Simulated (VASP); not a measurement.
**Sn: single point with LDA**

Crystal: Sn.

```xyz
1
Lattice="-1.9409 1.9409 1.9409 1.9409 -1.9409 1.9409 1.9409 1.9409 -1.9409" Properties=species:S:1:pos:R:3 pbc="T T T"
Sn    0.0000    0.0000    0.0000
```

| Property | Result |
| --- | --- |
| Program | VASP 6.6.1 |
| Task | single point |
| Functional | LDA |
| Potentials or basis | VASP PAW LDA potentials, release 64 (Sn_d) |
| Cutoff | 500 eV |
| k mesh | 12 × 12 × 12 |
| Occupations | methfessel-paxton, width 0.15 eV |
| Spin | no spin polarisation |
| Dipole correction | no |
| Further INCAR settings | ALGO = Normal; EDIFF = 1e-06; NBANDS = 13 |

* Pressure: -6.1 GPa
* Band gap on the k mesh: zero (band 7 reaches 14.14 eV, above the bottom of band 8 at 4.75 eV)

Levels at points of the mesh, in eV from the Fermi level:
```csv
k point,band 5,band 6,band 7,band 8,band 9,band 10
"(0.00, 0.00, 0.00)",-21.34,-10.62,7.15,7.15,7.15,12.02
"(0.50, 0.00, 0.00)",-21.28,-6.44,-4.06,3.27,5.10,7.59
"(0.50, 0.50, 0.50)",-21.29,-3.04,-0.44,-0.44,-0.44,3.95
```

It took 17 s on 1 thread of Intel(R) Xeon(R) Platinum 8375C CPU @ 2.90GHz (Ice Lake), with other jobs on the host, peak memory 0.15 GiB.

Caveat: spin-orbit coupling is left out, which moves the levels of the heavy elements.
